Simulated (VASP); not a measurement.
## TaO: single point with PBE

Crystal: TaO.

```xyz
2
Lattice="2.8749 0.0000 0.0000 -1.4374 2.4897 0.0000 0.0000 0.0000 3.8043" Properties=species:S:1:pos:R:3 pbc="T T T"
Ta    0.0000    0.0000    1.9022
O     0.0000    0.0000    0.0000
```

| Quantity | Value |
| --- | --- |
| Program | VASP 6.6.1 |
| Task | single point |
| Functional | PBE |
| Potentials or basis | VASP PAW PBE potentials, release 64 (Ta_sv_GW, O) |
| Cutoff | 700 eV |
| k mesh | 10 × 10 × 7 |
| Occupations | fermi-dirac, width 0.05 eV |
| Spin | no spin polarisation |
| Dipole correction | no |
| Further INCAR settings | ALGO = Normal; EDIFF = 1e-06; NBANDS = 16 |

```yaml
Pressure: 20.0 GPa
Band_gap_on_the_k_mesh: zero (an odd number of electrons rules out a gap without spin polarisation)
```

Stress tensor (GPa, compression positive):
```
19.59  0.00  0.00
 0.00 19.59  0.00
 0.00  0.00 20.70
```

Levels at points of the mesh, in eV from the Fermi level:
```
           k point  band 7  band 8  band 9  band 10  band 11  band 12
(0.00, 0.00, 0.00)   -3.22   -1.83   -1.83     0.71     0.71     4.12
(0.50, 0.00, 0.00)   -3.63   -2.63   -2.41    -1.05     3.01     4.86
```

Run time: 36 s on 1 thread of AMD EPYC 7R13 Processor (Zen 3), on a shared host, peak memory 0.18 GiB.

Caveat: the cell stands under pressure; spin-orbit coupling is left out, which moves the levels of the heavy elements; an odd number of electrons without spin polarisation forces a metal; a magnetic or distorted state may lie lower.
